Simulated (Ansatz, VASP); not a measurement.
# ZrB: VASP beside Ansatz

Contents of INCAR:

```
SYSTEM = ZrB
PREC = Accurate ; ENCUT = 520
EDIFF = 1E-7 ; ISMEAR = 0
SIGMA = 0.05 ; LREAL = .FALSE.
LASPH = .TRUE. ; NELM = 100
ALGO = Normal ; ISIF = 2
LWAVE = .FALSE. ; LCHARG = .TRUE.
GGA = PE ; LELF = .TRUE.
LVHAR = .TRUE. ; NBANDS = 14
```

File KPOINTS:

```
Automatic mesh
0
G
  12 12 12
  0 0 0
```

File POSCAR:

```
ZrB
1.0
    0.0000000000      2.4356640274      2.4356640274
    2.4356640274      0.0000000000      2.4356640274
    2.4356640274      2.4356640274      0.0000000000
Zr B
1 1
Direct
    0.5000000000      0.5000000000      0.5000000000
    0.0000000000      0.0000000000      0.0000000000
```

Input for Ansatz:

```yaml
crystal:
  lattice:
    - [0.0, 2.4356640274, 2.4356640274]
    - [2.4356640274, 0.0, 2.4356640274]
    - [2.4356640274, 2.4356640274, 0.0]
  atoms:
    - { symbol: Zr, position: [0.5, 0.5, 0.5] }
    - { symbol: B, position: [0.0, 0.0, 0.0] }
basis:
  ecutwfc: 420
  ecutrho_ratio: 4
kpoints:
  mp_grid: { grid: [12, 12, 12] }
hamiltonian:
  xc: pbe
scf:
  occupations: { method: gaussian, width: 0.05 }
output:
  forces: true
  stress: true
  eigenvalues: true
```

Alike in both runs: task single point; functional PBE; k mesh 12 × 12 × 12; occupations gaussian, width 0.05 eV; no spin polarisation.

```csv
,VASP,Ansatz
version,VASP 6.6.1,Ansatz 0.2.0
potentials or method,"VASP PAW PBE potentials, release 64 (Zr_sv, B), cutoff 520 eV","scalar-relativistic, plane waves, PAW"
valence electrons in the cell,15,15
```

|  | VASP | Ansatz | Ansatz less VASP |
| --- | --- | --- | --- |
| gap on the k mesh at the Fermi level (eV) | none | none | - |
| pressure (GPa) | 3.5 | 3.4 | -0.11 |

A gap of «none» marks a metal or a gap that the smearing closes.
